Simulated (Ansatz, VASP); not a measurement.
# BaS: VASP beside Ansatz

```
Ba S
1.0
     0.00000    3.50287    3.54808
     3.50287    0.00000    3.54808
     3.50287    3.50287    0.00000
Ba S
1 1
Direct
  0.00000 0.00000 0.00000
  0.25000 0.25000 0.25000
```

Change from the starting cell: epitaxial_xy strain -0.5%.

Alike in both runs: task single point; functional PBE; k mesh 6 × 6 × 6; occupations fermi-dirac, width 0.02 eV; no spin polarisation.

```csv
,VASP,Ansatz
version,VASP 6.6.1,Ansatz 0.2.0
potentials or method,"VASP PAW PBE potentials, release 64 (Ba_sv, S)","plane waves, PAW"
plane-wave cutoff (eV),520,420
valence electrons in the cell,16,16
```

```tsv
	VASP	Ansatz	Ansatz less VASP
gap on the k mesh at the Fermi level (eV)	2.76	2.74	-0.016
pressure (GPa)	0.4	0.0	-0.42
```

The functional is the same, so the differences come from potentials, cutoffs and numerics.

Spin-orbit coupling is off throughout.
